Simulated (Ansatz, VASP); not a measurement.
## Si5Ge in VASP and in Ansatz

Contents of INCAR:

```
PREC = Accurate
ENCUT = 520
EDIFF = 1E-7
ISMEAR = 0
SIGMA = 0.1
LREAL = F
LASPH = T
NELM = 80
ALGO = Normal
ISIF = 2
LWAVE = F
LCHARG = T
GGA = PE
LELF = T
LVHAR = T
NBANDS = 26
```

KPOINTS

```
regular mesh
0
Gamma
  6 6 4
```

File POSCAR:

```
Si5Ge
1.0
    4.8953830300      0.0000000000      0.0000000000
   -2.4476915100      4.2395260700      0.0000000000
    0.0000000000      0.0000000000      4.5901537100
Si Ge
5 1
Direct
    0.6666666700      0.3333333300      0.0000000000
    0.3333333300      0.6666666700      0.0000000000
    0.3333333300      0.0000000000      0.5000000000
    0.0000000000      0.3333333300      0.5000000000
    0.6666666700      0.6666666700      0.5000000000
    0.0000000000      0.0000000000      0.0000000000
```

Input for Ansatz:

```yaml
crystal:
  lattice:
    - [4.89538303, 0.0, 0.0]
    - [-2.44769151, 4.23952607, 0.0]
    - [0.0, 0.0, 4.59015371]
  atoms:
    - { symbol: Si, position: [0.66666667, 0.33333333, 0.0] }
    - { symbol: Si, position: [0.33333333, 0.66666667, 0.0] }
    - { symbol: Si, position: [0.33333333, 0.0, 0.5] }
    - { symbol: Si, position: [0.0, 0.33333333, 0.5] }
    - { symbol: Si, position: [0.66666667, 0.66666667, 0.5] }
    - { symbol: Ge, position: [0.0, 0.0, 0.0] }
basis:
  ecutwfc: 420
kpoints:
  mp_grid: { grid: [6, 6, 4] }
hamiltonian:
  xc: pbe
scf:
  occupations: { method: gaussian, width: 0.1 }
  lower_state_search: "off"
output:
  forces: true
  stress: true
  eigenvalues: true
```

Alike in both runs: task single point; functional PBE; k mesh 6 × 6 × 4; occupations gaussian, width 0.1 eV; no spin polarisation.

|  | VASP | Ansatz |
| --- | --- | --- |
| version | VASP 6.6.1 | Ansatz 0.2.0 |
| potentials or method | VASP PAW PBE potentials, release 64 (Si, Ge_d), cutoff 520 eV | scalar-relativistic, plane waves, PAW |
| valence electrons in the cell | 34 | 34 |

Ansatz gave:

- gap on the k mesh at the Fermi level (eV): none
- pressure (GPa): -3.1
- traceless stress, the component that is largest in VASP (GPa): 1.60
- rms of the force components (eV/Å): 0.104

Problem. What did VASP give for the same quantities?

Solution. gap on the k mesh at the Fermi level (eV): none; pressure (GPa): -3.1; traceless stress, the component that is largest in VASP (GPa): 1.60; rms of the force components (eV/Å): 0.105.

Atom by atom the forces differ by 0.000 eV/Å (rms over components). A gap of «none» marks a metal or a gap that the smearing closes.
